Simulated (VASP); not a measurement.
**K3Os: relaxation of cell and atoms with PBE**

K3Os:

```xyz
8
Lattice="7.1117 0.0000 0.0000 -3.5559 6.1589 0.0000 0.0000 0.0000 5.7083" Properties=species:S:1:pos:R:3 pbc="T T T"
K     3.5559    4.1019    1.4271
K    -1.7744    5.1304    4.2812
K     1.7815    1.0285    1.4271
K     0.0000    2.0571    4.2812
K     5.3302    1.0285    1.4271
K     1.7744    5.1304    4.2812
Os    0.0000    4.1060    1.4271
Os    3.5559    2.0530    4.2812
```

```
Program                : VASP 6.6.1
Task                   : relaxation of cell and atoms
Functional             : PBE
Potentials or basis    : VASP PAW PBE potentials, release 64 (K_sv, Os)
Cutoff                 : 600 eV
k mesh                 : 3 × 3 × 4
Occupations            : gaussian, width 0.1 eV
Spin                   : no spin polarisation
Dipole correction      : no
Further INCAR settings : ALGO = Fast; EDIFF = 1e-06; IBRION = 2; EDIFFG = -0.04; NSW = 90; ISIF = 3
```

```yaml
Relaxed_volume: 35.94 Å³/atom
Relaxed_cell: a = 7.597 Å, b = 7.597 Å, c = 5.752 Å, α = 90.00°, β = 90.00°, γ = 120.00°
Space_group_after_relaxing_to_0.1_Å: P6_3/mmc (No. 194)
Energy_gained_by_relaxing: 82.9 meV/atom
Ionic_steps: 9
Pressure_after_relaxing: 0.0 GPa
Largest_force_after_relaxing: 0.008 eV/Å
Band_gap_on_the_k_mesh: zero (bands 35 and 36 overlap by 0.16 eV)
```

Forces on the atoms (eV/Å):
```
K    0.000  0.008  0.000
K   -0.007  0.004  0.000
K   -0.007 -0.004  0.000
K    0.000 -0.008  0.000
K    0.007 -0.004  0.000
K    0.007  0.004  0.000
Os   0.000  0.000  0.000
Os   0.000  0.000  0.000
```

Step by step:
```tsv
step	energy change (eV)	largest force (eV/Å)	pressure (GPa)	volume (Å³)
1	0.0000	0.7837	1.90	250.03
2	-0.2817	0.6110	0.99	263.67
3	-0.5349	0.2372	-0.63	299.18
4	-0.5355	0.2545	-0.56	297.06
5	-0.5927	0.1821	-0.36	292.14
6	-0.6471	0.0176	0.20	280.85
7	-0.6473	0.0134	0.21	281.25
8	-0.6575	0.0102	0.14	283.81
9	-0.6636	0.0075	0.03	287.50
```

Final structure:
```
K Os
1.0
     7.59718    0.00000    0.00000
    -3.79859    6.57935    0.00000
     0.00000    0.00000    5.75173
K Os
6 2
Direct
  0.81537 0.63075 0.25000
  0.18463 0.81537 0.75000
  0.36925 0.18463 0.25000
  0.18463 0.36925 0.75000
  0.81537 0.18463 0.25000
  0.63075 0.81537 0.75000
  0.33333 0.66667 0.25000
  0.66667 0.33333 0.75000
```

Levels at points of the mesh, in eV from the Fermi level:
| k point | band 32 | band 33 | band 34 | band 35 | band 36 | band 37 | band 38 | band 39 | band 40 | band 41 |
| --- | --- | --- | --- | --- | --- | --- | --- | --- | --- | --- |
| (0.00, 0.00, 0.00) | -0.31 | -0.31 | -0.20 | 0.08 | 0.08 | 0.44 | 1.36 | 1.36 | 1.79 | 1.79 |
| (0.00, 0.00, 0.50) | -0.39 | 0.00 | 0.00 | 0.00 | 0.00 | 0.56 | 0.56 | 2.20 | 2.20 | 2.20 |

Run time: 23 min on 1 thread of Oxide Virtual Turin-like Processor, on a shared host, peak memory 0.48 GiB.

Caveat: spin-orbit coupling is left out, which moves the levels of the heavy elements.
